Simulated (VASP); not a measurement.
ScHO2: single point with LDA

ScHO2:

```
CELL_PARAMETERS angstrom
1.74142 1.00541 3.90463
-1.74142 1.00541 3.90463
0.00000 -2.01082 3.90463
ATOMIC_POSITIONS crystal
Sc 0.00000 0.00000 0.00000
H 0.50000 0.50000 0.50000
O 0.58970 0.58970 0.58970
O 0.41030 0.41030 0.41030
```

This cell differs from its parent crystal: ratio of the length along z to the lengths across it x 0.8, volume and fractional coordinates fixed.

```json
{
 "Program": "VASP 6.6.1",
 "Task": "single point",
 "Functional": "LDA",
 "Potentials or basis": "VASP PAW LDA potentials, release 64 (Sc_sv, H, O)",
 "Cutoff": "520 eV",
 "k mesh": "9 × 9 × 9",
 "Occupations": "gaussian, width 0.05 eV",
 "Spin": "no spin polarisation"
}
```

```json
{
 "Pressure": "1.5 GPa",
 "Largest force": "6.098 eV/Å",
 "Band gap on the k mesh": "2.20 eV (least direct gap 2.23 eV)"
}
```

Forces on the atoms (eV/Å):
```
Sc   0.000  0.000  0.000
H    0.000  0.000  0.000
O    0.000  0.000  6.098
O    0.000  0.000 -6.098
```

Stress tensor (GPa, compression positive):
```
-25.85   0.00   0.00
  0.00 -25.85   0.00
  0.00   0.00  56.18
```

Levels at points of the mesh, in eV from the valence-band top:
```
           k point  band 8  band 9  band 10  band 11  band 12  band 13  band 14  band 15  band 16  band 17
(0.00, 0.00, 0.00)   -3.11   -3.11    -1.81    -1.81    -0.03     2.20     3.30     3.30     5.83     6.66
```

Run time: 3.3 min on 1 thread of Intel Xeon 8259CL, with other jobs on the host, peak memory 0.21 GiB.

Caveat: the stress differs along the axes, from -26 to 56 GPa; forces of over 1 eV/Å act on the atoms, so gaps and moduli don't describe the material at rest. A k mesh can miss the band edges.
